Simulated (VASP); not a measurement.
A run of VASP 6.6.1 is set up as follows.

File INCAR:

```
PREC = Accurate ; ENCUT = 520
EDIFF = 1E-7 ; ISMEAR = 0
SIGMA = 0.1 ; LREAL = False
LASPH = True ; NELM = 100
ALGO = Normal ; ISIF = 2
LWAVE = False ; LCHARG = False
GGA = PS ; NBANDS = 12
```

File KPOINTS:

```
regular mesh
0
Gamma
  18 18 4
```

POSCAR

```
Mg
1.0
    3.1139828778      0.0000000000      0.0000000000
   -1.5569914389      2.6967882791      0.0000000000
    0.0000000000      0.0000000000     10.0205538348
Mg
4
Direct
    0.0000000000      0.0000000000      0.0000000000
    0.3333333333      0.6666666667      0.2500000000
    0.0000000000      0.0000000000      0.5000000000
    0.6666666667      0.3333333333      0.7500000000
```

Potentials or basis: VASP PAW PBE potentials, release 64 (Mg).

Command:

```console
$ cat potpaw_PBE.64/Mg/POTCAR > POTCAR
$ mpirun -np 1 vasp_std > vasp.out
```

Q: What does it give for the pressure?

A: 3.0 GPa.

Q: Estimate the band gap on the k mesh.

A: Zero (bands 4 and 5 overlap by 2.14 eV).

Caveat: the PAW data sets were made with another functional, which shifts forces and pressure a little.
